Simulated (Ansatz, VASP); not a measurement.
**Two plane-wave programs on TaN**

File INCAR:

```
SYSTEM = TaN
ALGO     = Normal         ! electronic algorithm
EDIFF    = 1E-7           ! SCF threshold, eV
ENCUT    = 520            ! plane-wave cutoff, eV
GGA      = PS             ! functional
ISIF     = 2              ! what is computed and relaxed
ISMEAR   = 1              ! smearing method
LASPH    = .True.         ! aspherical terms in the spheres
LCHARG   = .False.        ! write CHGCAR
LREAL    = .False.        ! projectors in reciprocal space
LWAVE    = .False.        ! write WAVECAR
NBANDS   = 33             ! bands
NELM     = 80             ! most SCF steps
PREC     = Accurate       ! precision mode
SIGMA    = 0.15           ! smearing width, eV
```

KPOINTS

```
k-points
0
Gamma
  5 5 8
  0 0 0
```

File POSCAR:

```
TaN
1.0
    5.2593104652      0.0000000000      0.0000000000
   -2.6296552326      4.5546965999      0.0000000000
    0.0000000000      0.0000000000      2.9462675463
Ta N
3 3
Direct
    0.0000000000      0.0000000000      0.0000000000
    0.3333333333      0.6666666667      0.5000000000
    0.6666666667      0.3333333333      0.5000000000
    0.5000000000      0.0000000000      0.0000000000
    0.5000000000      0.5000000000      0.0000000000
    0.0000000000      0.5000000000      0.0000000000
```

Input for Ansatz:

```yaml
crystal:
  lattice:
    - [5.25931046523054, 0.0, 0.0]
    - [-2.62965523261527, 4.554696599930952, 0.0]
    - [0.0, 0.0, 2.946267546309075]
  atoms:
    - { symbol: Ta, position: [0.0, 0.0, 0.0] }
    - { symbol: Ta, position: [0.3333333333333333, 0.6666666666666666, 0.5] }
    - { symbol: Ta, position: [0.6666666666666666, 0.3333333333333333, 0.5] }
    - { symbol: "N", position: [0.5, 0.0, 0.0] }
    - { symbol: "N", position: [0.5, 0.5, 0.0] }
    - { symbol: "N", position: [0.0, 0.5, 0.0] }
basis:
  ecutwfc: 517.016338673772
kpoints:
  mp_grid:
    grid: [5, 5, 8]
hamiltonian:
  xc: pbesol
scf:
  occupations:
    method: methfessel_paxton
    width: 0.15
output:
  stress: true
```

Alike in both runs: task single point; functional PBEsol; k mesh 5 × 5 × 8; occupations methfessel-paxton of order 1, width 0.15 eV; no spin polarisation.

|  | VASP | Ansatz |
| --- | --- | --- |
| version | VASP 6.6.1 | Ansatz 0.2.0 |
| potentials or method | VASP PAW PBE potentials, release 64 (Ta_pv, N), cutoff 520 eV | plane waves, PAW |
| valence electrons in the cell | 48 | 54 |

Ansatz gave:

| Item | Value |
| --- | --- |
| pressure (GPa) | -10.9 |
| traceless stress, the component that is largest in VASP (GPa) | -3.10 |

Estimate VASP's values.

pressure (GPa): -10.1; traceless stress, the component that is largest in VASP (GPa): -2.94.

VASP's potentials were made for PBE, not for PBEsol. The functional is the same, so the differences come from potentials, cutoffs and numerics. VASP's potentials hold 48 valence electrons a cell and Ansatz's 54, so a difference there can come from the potentials and not from the codes.

Spin-orbit coupling is off throughout.
